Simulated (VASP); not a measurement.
A run of VASP 6.6.1:

Contents of INCAR:

```
PREC = Accurate ; ENCUT = 600
EDIFF = 1E-7 ; ISMEAR = 0
SIGMA = 0.02 ; LREAL = F
LASPH = T ; NELM = 80
ALGO = Normal ; ISIF = 3
LWAVE = F ; LCHARG = F
GGA = PE ; IBRION = 2
NSW = 100 ; EDIFFG = -0.01
```

Contents of KPOINTS:

```
Automatic mesh
0
Gamma
  6 6 4
```

File POSCAR:

```
Mg2ZnS3
1.0
    6.8949671000      0.0000000000      0.0000000000
   -3.4474835000      5.9712166000      0.0000000000
    0.0000000000      0.0000000000      6.4491120000
Mg Zn S
4 2 6
Direct
    0.3368010000      0.3368010000      0.0027820000
    0.0000000000      0.6631990000      0.0027820000
    0.6631990000      0.0000000000      0.0027820000
    0.0000000000      0.0000000000      0.5042090000
    0.6666667000      0.3333333000      0.5046590000
    0.3333333000      0.6666667000      0.5046590000
    0.3442370000      0.3442370000      0.3866370000
    0.0000000000      0.6557630000      0.3866370000
    0.6557630000      0.0000000000      0.3866370000
    0.6666667000      0.3333333000      0.8710520000
    0.3333333000      0.6666667000      0.8710520000
    0.0000000000      0.0000000000      0.8861130000
```

Potentials or basis: VASP PAW PBE potentials, release 64 (Mg, Zn, S).

Command:

```bash
$ cat potpaw_PBE.64/Mg/POTCAR potpaw_PBE.64/Zn/POTCAR potpaw_PBE.64/S/POTCAR > POTCAR
$ mpirun -np 1 vasp_std > vasp.out
```

Hardware: 1 thread of Oxide Virtual Turin-like Processor, on a shared host.

Task: Estimate the wall time of this run.

Result: Wall time 22 min on 1 thread of Oxide Virtual Turin-like Processor, on a shared host, peak memory 0.6 GiB. Counts: scf iterations 32, k points 24, ion steps 3.
